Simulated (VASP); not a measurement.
Runs of VASP 6.6.1 on Fe. The structure is cubic, space group Fm-3m (No. 225). The conventional cell has a = 3.527 Å, b = 3.527 Å, c = 3.527 Å, α = 90.00°, β = 90.00°, γ = 90.00°. Within 3.3 Å of Fe (site symmetry m-3m) lie 12 Fe at 2.49 Å. 

```tsv
spin	fixed moment (μB)	pressure (GPa)	moment (μB)
collinear, ferromagnetic start	1.65	0.4	1.65
collinear, ferromagnetic start	0.66	-13.0	0.66
collinear, zero start	0.0	-16.1	0.00
collinear, ferromagnetic start	0.33	(a)	0.33
collinear, ferromagnetic start	-	-16.1	0.00
```

Alike in all rows: task single point; level PBE; potentials or basis VASP PAW PBE potentials, release 64 (Fe); cell as given; k mesh 11 × 11 × 11; cutoff (eV) 520; smearing fermi-dirac 0.1 eV.

Question: Fill in the values left out.

Answer: (a) -15.4.

Caveats: the total moment is fixed, so each spin has its own Fermi level (some runs).
